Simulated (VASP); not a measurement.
# Mn (P6/mmm) in VASP: notebook

The runs below take Mn through single point, with revPBE.

Program: VASP 6.6.1. These are calculated values, not measurements. Logs are shortened: lines on timing, memory, paths and dates and some standing lists are left out, and cuts for length are marked.

## (1) The cell of the first run

Symmetry: P6/mmm, No. 191, hexagonal system. The conventional cell has a = 3.922 Å, b = 3.922 Å, c = 2.464 Å, α = 90.00°, β = 90.00°, γ = 120.00°. Mn (site symmetry 6/mmm) has 14 Mn at 2.46 to 2.58 Å within 3.3 Å. Mn (site symmetry -6m2) has 11 Mn at 2.26 to 2.58 Å within 3.0 Å.

This isn't the form of Mn at room conditions, which is a 58-atom cubic cell.

## (2) Single point, revPBE, collinear spin, ferromagnetic start

INCAR

```
SYSTEM = Mn
PREC = Accurate ; ENCUT = 520
EDIFF = 1E-6 ; ISMEAR = -1
SIGMA = 0.05 ; LREAL = .False.
LASPH = .True. ; NELM = 150
ALGO = Normal ; ISIF = 2
LWAVE = .False. ; LCHARG = .False.
ISPIN = 2 ; MAGMOM = 3 3 3
LORBIT = 11 ; LMAXMIX = 4
GGA = RE ; NBANDS = 30
```

KPOINTS

```
Automatic mesh
0
Gamma
  9 9 13
  0 0 0
```

POSCAR

```
Mn
1.0
    3.9217255902      0.0000000000      0.0000000000
   -1.9608627951      3.3963139878      0.0000000000
    0.0000000000      0.0000000000      2.4644867999
Mn
3
Direct
    0.0000000000      0.0000000000      0.0000000000
    0.3333333333      0.6666666667      0.5000000000
    0.6666666667      0.3333333333      0.5000000000
```

Potentials or basis: VASP PAW PBE potentials, release 64 (Mn_pv).

Started as:

```
> cat potpaw_PBE.64/Mn_pv/POTCAR > POTCAR
> mpirun -np 1 vasp_std > vasp.out
```

OUTCAR:

```text
SYSTEM = Mn
   PREC = Accurate
   ENCUT = 520
   EDIFF = 1E-6
   ISMEAR = -1
   LREAL = .False.
   LASPH = .True.
   NELM = 150
   ISIF = 2
   ISPIN = 2
   LORBIT = 11
   GGA = RE

 ion  position               nearest neighbor table
   1  0.000  0.000  0.000-   2 2.58   3 2.58   2 2.58   3 2.58   3 2.58   3 2.58   2 2.58   2 2.58
                             3 2.58   3 2.58   2 2.58   2 2.58
   2  0.333  0.667  0.500-   3 2.26   3 2.26   3 2.26   1 2.58   1 2.58   1 2.58   1 2.58   1 2.58
                             1 2.58
   3  0.667  0.333  0.500-   2 2.26   2 2.26   2 2.26   1 2.58   1 2.58   1 2.58   1 2.58   1 2.58
                             1 2.58

  LATTYP: Found a hexagonal cell.
 ALAT       =     3.9217255902
 C/A-ratio  =     0.6284189812

  Lattice vectors:

 A1 = (   3.9217255902,   0.0000000000,   0.0000000000)
 A2 = (  -1.9608627951,   3.3963139878,   0.0000000000)
 A3 = (   0.0000000000,   0.0000000000,   2.4644867999)

Analysis of symmetry for initial positions (statically):
=====================================================================
 Subroutine PRICEL returns:
 Original cell was already a primitive cell.

 Routine SETGRP: Setting up the symmetry group for a
 hexagonal supercell.

 Subroutine GETGRP returns: Found 24 space group operations
 (whereof 24 operations were pure point group operations)
 out of a pool of 24 trial point group operations.

The static configuration has the point symmetry D_6h.

Analysis of symmetry for dynamics (positions and initial velocities):
=====================================================================
 Subroutine PRICEL returns:
 Original cell was already a primitive cell.

 Routine SETGRP: Setting up the symmetry group for a
 hexagonal supercell.

 Subroutine GETGRP returns: Found 24 space group operations
 (whereof 24 operations were pure point group operations)
 out of a pool of 24 trial point group operations.

The dynamic configuration has the point symmetry D_6h.

Analysis of structural, dynamic, and magnetic symmetry:
=====================================================================
 Subroutine PRICEL returns:
 Original cell was already a primitive cell.

 Routine SETGRP: Setting up the symmetry group for a
 hexagonal supercell.

 Subroutine GETGRP returns: Found 24 space group operations
 (whereof 24 operations were pure point group operations)
 out of a pool of 24 trial point group operations.

The overall configuration has the point symmetry D_6h.

 Subroutine INISYM returns: Found 24 space group operations
 (whereof 24 operations are pure point group operations),
 and found     1 'primitive' translations

----------------------------------------------------------------------------------------

                                     Primitive cell

  volume of cell :      32.8255

  direct lattice vectors                    reciprocal lattice vectors
     3.921725590  0.000000000  0.000000000     0.254989794  0.147218426  0.000000000
    -1.960862795  3.396313988  0.000000000     0.000000000  0.294436852  0.000000000
     0.000000000  0.000000000  2.464486800     0.000000000  0.000000000  0.405763991

  length of vectors
     3.921725590  3.921725590  2.464486800     0.294436852  0.294436852  0.405763991

  position of ions in fractional coordinates (direct lattice)
     0.000000000  0.000000000  0.000000000
     0.333333333  0.666666667  0.500000000
     0.666666667  0.333333333  0.500000000

  ion indices of the primitive-cell ions
   primitive index   ion index
                 1           1
                 2           2
                 3           3

----------------------------------------------------------------------------------------

 KPOINTS: Automatic mesh

Automatic generation of k-mesh.
 Grid dimensions read from file:
 generate k-points for:    9    9   13

 Generating k-lattice:

  Cartesian coordinates                     Fractional coordinates (reciprocal lattice)
     0.028332199  0.016357603  0.000000000     0.111111111  0.000000000  0.000000000
     0.000000000  0.032715206  0.000000000     0.000000000  0.111111111  0.000000000
     0.000000000  0.000000000  0.031212615     0.000000000  0.000000000  0.076923077

  Length of vectors
     0.032715206  0.032715206  0.031212615

  Shift w.r.t. Gamma in fractional coordinates (k-lattice)
     0.000000000  0.000000000  0.000000000

 Subroutine IBZKPT returns following result:
 ===========================================

 Found     84 irreducible k-points:

 Following reciprocal coordinates:
            Coordinates               Weight
  0.000000  0.000000  0.000000      1.000000
  0.111111  0.000000  0.000000      6.000000
  0.222222  0.000000  0.000000      6.000000
  0.333333  0.000000  0.000000      6.000000
  0.444444  0.000000  0.000000      6.000000
  0.111111  0.111111  0.000000      6.000000
[... 16 lines left out ...]
  0.333333  0.222222  0.076923     24.000000
  0.333333  0.333333  0.076923      4.000000
 [... further k-points ...]
   k-points           NKPTS =     84   k-points in BZ     NKDIM =     84   number of bands    NBANDS=     30
   number of dos      NEDOS =    301   number of ions     NIONS =      3
   total plane-waves  NPLWV =  16200
   dimension x,y,z NGX =    30 NGY =   30 NGZ =   18
   dimension x,y,z NGXF=    60 NGYF=   60 NGZF=   36
   ions per type =               3
   NGX,Y,Z   is equivalent  to a cutoff of  12.72, 12.72, 12.14 a.u.
   NGXF,Y,Z  is equivalent  to a cutoff of  25.43, 25.43, 24.28 a.u.
 SYSTEM =  Mn
   PREC   = accura    normal or accurate (medium, high low for compatibility)
   ISTART =      0    job   : 0-new  1-cont  2-samecut
   ICHARG =      2    charge: 1-file 2-atom 10-const
   ISPIN  =      2    spin polarized calculation?
   LNONCOLLINEAR =      F non collinear calculations
   LSORBIT =      F    spin-orbit coupling
   LASPH  =      T    aspherical Exc in radial PAW
   ENCUT  =  520.0 eV  38.22 Ry    6.18 a.u.   7.29  7.29  4.58*2*pi/ulx,y,z
   NELM   =    150;   NELMIN=  2; NELMDL= -5     # of ELM steps
   EDIFF  = 0.1E-05   stopping-criterion for ELM
   LREAL  =      F    real-space projection
[... 7 lines left out ...]
   TEBEG  =    0.0;   TEEND  =   0.0 temperature during run
   PSTRESS=    0.0 pullay stress
   NELECT =      39.0000    total number of electrons
   NUPDOWN=      -1.0000    fix difference up-down
   EMIN   =  10.00;   EMAX   =-10.00  energy-range for DOS
   EFERMI =   0.00;   METHOD = LEGACY
   ISMEAR =    -1;   SIGMA  =   0.05  broadening in eV -4-tet -1-fermi 0-gaus
   EFERMI_NEDOS =   21; number of points for ismear=-14 and -15
   IALGO  =     38    algorithm
   IMIX   =      4    mixing-type and parameters
     AMIX     =   0.40;   BMIX     =  1.00
     AMIX_MAG =   1.60;   BMIX_MAG =  1.00
  volume/ion in A,a.u.               =      10.94        73.84
  Fermi-wavevector in a.u.,A,eV,Ry     =   1.733907  3.276610 40.905021  3.006434
  Thomas-Fermi vector in A             =   2.807804
   LORBIT       =     11    0 simple, 1 ext, 2 COOP (PROOUT), +10 PAW based schemes
   GGA     = RE    functional components
   LHFCALC =     F    Hartree Fock is set to
   AEXX    =    0.0000 exact exchange contribution
   IVDW    =     0    specifies the selected vdW correction
   LEPSILON=     F    determine dielectric tensor
   LRPA    =     F    only Hartree local field effects (RPA)
 spin polarized calculation
  energy-cutoff  :      520.00
  volume of cell :       32.83
 maximum number of plane-waves:       915
 NGX is ok and might be reduce to    30
   NGX = 15   NGY = 15   NGZ =  9

 number of electron      38.9999971 magnetization       0.0275986

 Free energy of the ion-electron system (eV)
  ---------------------------------------------------
  ext. energy  EPLUGINS =         0.00000000
  ---------------------------------------------------
  free energy    TOTEN  =       -25.41624750 eV

  energy without entropy =      -25.38435968  energy(sigma->0) =      -25.40030359

 E-fermi :  10.2498     XC(G=0): -13.8077

 val. band max:       10.2472314250   @ k =   0.4444   0.1111   0.0769
 cond. band min:      10.2510653106   @ k =   0.4444   0.1111   0.0000
 fundamental gap:      0.0038338856
 Fermi energy:        10.2498234515

 spin component 1

 k-point     1 :       0.0000    0.0000    0.0000
  band No.  band energies     occupation
      1     -38.0078      1.00000
      2     -38.0078      1.00000
      3     -37.7007      1.00000
      4     -37.7007      1.00000
      5     -37.5893      1.00000
      6     -37.4087      1.00000
[... 22 lines left out ...]
     29      18.8705      0.00000
     30      21.6987      0.00000
[... 728 lines left out ...]
  band No.  band energies     occupation
      1     -38.0876      1.00000
      2     -37.8278      1.00000
      3     -37.8278      1.00000
      4     -37.5098      1.00000
      5     -37.5098      1.00000
      6     -37.4595      1.00000
[... 22 lines left out ...]
     29      24.4637      0.00000
     30      24.4637      0.00000

 [... further k-points ...]

 spin component 2

 k-point     1 :       0.0000    0.0000    0.0000
  band No.  band energies     occupation
      1     -38.0175      1.00000
      2     -38.0175      1.00000
      3     -37.6729      1.00000
      4     -37.6729      1.00000
      5     -37.5880      1.00000
      6     -37.4201      1.00000
[... 22 lines left out ...]
     29      18.8727      0.00000
     30      21.7145      0.00000
[... 728 lines left out ...]
  band No.  band energies     occupation
      1     -38.0970      1.00000
      2     -37.8215      1.00000
      3     -37.8215      1.00000
      4     -37.5169      1.00000
      5     -37.5169      1.00000
      6     -37.4230      1.00000
[... 22 lines left out ...]
     29      24.4681      0.00000
     30      24.4681      0.00000

 [... further k-points ...]
[... 5 lines left out ...]
  --------------------------------------------------------------------------------------
  -------------------------------------------------------------------------------------
  Total        0.0371377      0.0371377      0.0056659      0.0000000     -0.0000000      0.0000000
  in kB        1.8126509      1.8126509      0.2765458      0.0000000     -0.0000000      0.0000000
  external PRESSURE =       1.3006158 kB  Pullay stress =       0.0000000 kB

 VOLUME and BASIS-vectors are now :
 -----------------------------------------------------------------------------
  energy-cutoff  :      520.00
  volume of cell :       32.83
      direct lattice vectors                 reciprocal lattice vectors
     3.921725590  0.000000000  0.000000000     0.254989794  0.147218426  0.000000000
    -1.960862795  3.396313988  0.000000000     0.000000000  0.294436852  0.000000000
     0.000000000  0.000000000  2.464486800     0.000000000  0.000000000  0.405763991

 POSITION                                       TOTAL-FORCE (eV/Angst)
 -----------------------------------------------------------------------------------
      0.00000      0.00000      0.00000        -0.000000      0.000000      0.000000
     -0.00000      2.26421      1.23224        -0.000000      0.000000     -0.000000
      1.96086      1.13210      1.23224         0.000000     -0.000000      0.000000
 -----------------------------------------------------------------------------------
    total drift:                               -0.000000      0.000000      0.000000

  FREE ENERGIE OF THE ION-ELECTRON SYSTEM (eV)
  ---------------------------------------------------
  free  energy   TOTEN  =       -25.4162475014 eV

  energy  without entropy=      -25.3843596828  energy(sigma->0) =      -25.40030359

 total charge

# of ion       s       p       d       tot
------------------------------------------
    1        0.396   6.373   5.124  11.893
    2        0.426   6.394   5.185  12.005
    3        0.426   6.394   5.185  12.005
--------------------------------------------------
tot          1.248  19.161  15.493  35.903

 magnetization (x)

# of ion       s       p       d       tot
------------------------------------------
    1        0.000   0.001   0.047   0.048
    2       -0.000  -0.000  -0.010  -0.010
    3       -0.000  -0.000  -0.010  -0.010
--------------------------------------------------
tot         -0.000   0.000   0.027   0.027
```

It took 92 s on 1 thread of Intel Xeon Platinum 8488C (Sapphire Rapids), shared host; peak memory 0.23 GiB.

What came out:

```yaml
Free_energy: -25.4162 eV
Pressure: 0.1 GPa
Net_moment: 0.03 μB per cell
Site_moments: Mn +0.05, -0.01 (each value once) μB
Valence_electrons_inside_the_program's_atomic_spheres: Mn 11.89, 12.01 (each value once)
```

Stress tensor (GPa, compression positive):
```
0.18 0.00 0.00
0.00 0.18 0.00
0.00 0.00 0.03
```

Caveat: the moments typed at the start vanished in this run; the PAW data sets were made with another functional, which shifts forces and pressure a little.

## (3) Single point, revPBE, collinear spin, ferromagnetic start (11.38 Å³/atom)

This run uses another cell than the first one, of 11.38 Å³/atom.

INCAR

```
SYSTEM = Mn
ALGO     = Normal         ! electronic algorithm
EDIFF    = 1E-7           ! SCF threshold, eV
ENCUT    = 520            ! plane-wave cutoff, eV
GGA      = RE             ! functional
ISIF     = 2              ! what is computed and relaxed
ISMEAR   = -1             ! smearing method
ISPIN    = 2              ! spin polarisation
LASPH    = .TRUE.         ! aspherical terms in the spheres
LCHARG   = .FALSE.        ! write CHGCAR
LMAXMIX  = 4              ! l up to which the mixer works
LORBIT   = 11             ! projections on sites
LREAL    = .FALSE.        ! projectors in reciprocal space
LWAVE    = .FALSE.        ! write WAVECAR
MAGMOM   = 3 3 3          ! initial moments
NBANDS   = 30             ! bands
NELM     = 150            ! most SCF steps
PREC     = Accurate       ! precision mode
SIGMA    = 0.05           ! smearing width, eV
```

KPOINTS

```
k-points
0
G
  11 11 14
  0 0 0
```

POSCAR

```
Mn
1.0
    3.9733331609      0.0000000000      0.0000000000
   -1.9866665804      3.4410074551      0.0000000000
    0.0000000000      0.0000000000      2.4969179769
Mn
3
Direct
    0.0000000000      0.0000000000      0.0000000000
    0.3333333333      0.6666666667      0.5000000000
    0.6666666667      0.3333333333      0.5000000000
```

Potentials or basis: VASP PAW PBE potentials, release 64 (Mn_pv).

Started as:

```
> cat potpaw_PBE.64/Mn_pv/POTCAR > POTCAR
> mpirun -np 1 vasp_std > vasp.out
```

Wall time 4.3 min (1 thread of Intel Xeon Platinum 8488C (Sapphire Rapids), shared host); peak memory 0.28 GiB.

Results (log left out):

```
Free energy                                           : -25.3843 eV
Pressure                                              : -9.4 GPa
Net moment                                            : 0.00 μB per cell
Valence electrons inside the program's atomic spheres : Mn 11.82, 11.93 (each value once)
```

Stress tensor (GPa, compression positive):
```
-9.68  0.00  0.00
 0.00 -9.68  0.00
 0.00  0.00 -8.93
```

Levels at points of the mesh, in eV from the Fermi level:
Spin up:
```
           k point  band 15  band 16  band 17  band 18  band 19  band 20  band 21  band 22  band 23  band 24
(0.00, 0.00, 0.00)    -2.03    -1.56    -1.01    -0.47    -0.47    -0.06    -0.06     0.03     0.03     1.81
(0.00, 0.00, 0.50)    -2.78    -0.66    -0.66    -0.54    -0.54     1.30     1.30     1.65     1.65     2.21
```
Spin down:
```tsv
k point	band 15	band 16	band 17	band 18	band 19	band 20	band 21	band 22	band 23	band 24
(0.00, 0.00, 0.00)	-2.03	-1.56	-1.01	-0.47	-0.47	-0.06	-0.06	0.03	0.03	1.81
(0.00, 0.00, 0.50)	-2.78	-0.66	-0.66	-0.54	-0.54	1.30	1.30	1.65	1.65	2.21
```

Caveat: the cell stands under tension; the moments typed at the start vanished in this run; the PAW data sets were made with another functional, which shifts forces and pressure a little.
